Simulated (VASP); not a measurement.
Write the native input for VASP 6.6.1 that does the following.

```
Task                   : single point
Functional             : PBE
Potentials or basis    : VASP PAW PBE potentials, release 64 (Pr_3, W_sv, Cl), 4f in core
Cutoff                 : 500 eV
k mesh                 : 6 × 6 × 4
Occupations            : gaussian, width 0.1 eV
Spin                   : collinear spin
Starting moments       : [-0.13, 1.01, 0.01, 0.01] μB
Dipole correction      : no
Further INCAR settings : ALGO = Normal; EDIFF = 1e-06; NBANDS = 32
```

The structure of PrWCl2 lies in POSCAR:

```
PrWCl2
1.0
    4.8017652400      0.0000000000      0.0000000000
   -2.4008826200      4.1584506800      0.0000000000
    0.0000000000      0.0000000000      6.3337807600
Pr W Cl
1 1 2
Direct
    0.0000000000      0.0000000000      0.0000000000
    0.0000000000      0.0000000000      0.5000000000
    0.3333333300      0.6666666700      0.5000000000
    0.6666666700      0.3333333300      0.5000000000
```

The cell was generated, and may not be a known phase.

The input as run:

INCAR

```
  ALGO = Normal
  EDIFF = 1E-6
  ENCUT = 500
  GGA = PE
  GGA_COMPAT = F
  ISIF = 2
  ISMEAR = 0
  ISPIN = 2
  LASPH = T
  LCHARG = T
  LELF = T
  LMAXMIX = 6
  LORBIT = 11
  LREAL = F
  LVHAR = T
  LWAVE = F
  MAGMOM = -0.13 1.01 0.01 0.01
  NBANDS = 32
  NELM = 200
  PREC = Accurate
  SIGMA = 0.1
```

KPOINTS

```
k-points
0
Gamma
  6 6 4
```

Potentials or basis: VASP PAW PBE potentials, release 64 (Pr_3, W_sv, Cl), 4f in core.

Command:

```console
$ cat potpaw_PBE.64/Pr_3/POTCAR potpaw_PBE.64/W_sv/POTCAR potpaw_PBE.64/Cl/POTCAR > POTCAR
$ mpirun -np 1 vasp_std > vasp.out
```

Results of the run:

```json
{
  "Pressure": "-5.9 GPa",
  "Net moment": "0.94 μB per cell",
  "Site moments": "Pr -0.12; W +1.00; Cl -0.00 μB",
  "Valence electrons inside the program's atomic spheres": "Pr 8.59; W 11.69; Cl 5.04"
}
```

Caveat: the magnetic or orbital state may not be the lowest; the cell stands under tension.

It took 3.5 min on 1 thread of AMD EPYC 7R13 Processor (Zen 3), with other jobs on the host, peak memory 0.33 GiB.
